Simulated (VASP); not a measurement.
Rb2Pt:

```
Rb Pt
1.0
     5.20184    0.00000    0.00000
    -2.60092    4.50492    0.00000
     0.00000    0.00000    8.26041
Rb Pt
2 1
Direct
  0.66667 0.33333 0.83354
  0.33333 0.66667 0.16646
  0.00000 0.00000 0.00000
```

The cell was generated, and may not be a known phase.

* Program: VASP 6.6.1
* Task: relaxation of cell and atoms
* Functional: PBE
* Potentials or basis: VASP PAW PBE potentials, release 64 (Rb_sv, Pt_sv_GW)
* Cutoff: 500 eV
* k mesh: 12 × 12 × 6
* Occupations: gaussian, width 0.02 eV
* Spin: no spin polarisation

At the start: pressure -0.2 GPa; volume 64.52 Å³/atom.

Q: Where does the relaxation end?

A: Over 24 steps the energy falls by 22.2 meV/atom and the volume is 45.27 Å³/atom (-29.8 %); space group P-3m1 (No. 164, to 0.1 Å) before and after.

Step by step:
```
step  energy change (eV)  largest force (eV/Å)  pressure (GPa)  volume (Å³)
   1              0.0000                0.0238           -0.21       193.57
   2             -0.0025                0.0490           -0.11       191.25
   3             -0.0038                0.0789            0.01       188.60
   4             -0.0038                0.0846            0.03       188.10
   5             -0.0056                0.0859            0.03       187.21
   6             -0.0107                0.0900            0.04       184.55
   7             -0.0194                0.1005            0.05       179.16
   8             -0.0300                0.1296            0.08       168.17
   9             -0.0257                0.2148            0.22       145.30
  10             -0.0295                0.1965            0.15       144.76
  11             -0.0372                0.1446           -0.07       143.11
  12             -0.0373                0.0509           -0.47       139.65
  13             -0.0393                0.0920           -0.30       141.19
  14             -0.0482                0.0762           -0.23       138.31
  15             -0.0614                0.0217           -0.03       129.90
  16             -0.0613                0.0085            0.07       128.25
  17             -0.0615                0.0146            0.04       129.00
  18             -0.0615                0.0165            0.02       129.23
  19             -0.0624                0.0139            0.02       129.90
  20             -0.0646                0.0063           -0.01       131.89
  21             -0.0665                0.0080           -0.04       135.83
  22             -0.0665                0.0092           -0.05       136.15
  23             -0.0663                0.0132            0.10       135.07
  24             -0.0666                0.0020            0.00       135.80
```

Final structure:
```
Rb Pt
1.0
     5.17493    0.00000    0.00000
    -2.58746    4.48162    0.00000
     0.00000    0.00000    5.85565
Rb Pt
2 1
Direct
  0.66667 0.33333 0.76002
  0.33333 0.66667 0.23998
  0.00000 0.00000 0.00000
```

Caveat: the volume moved by over 15 % at a fixed basis, so the end points are rough.
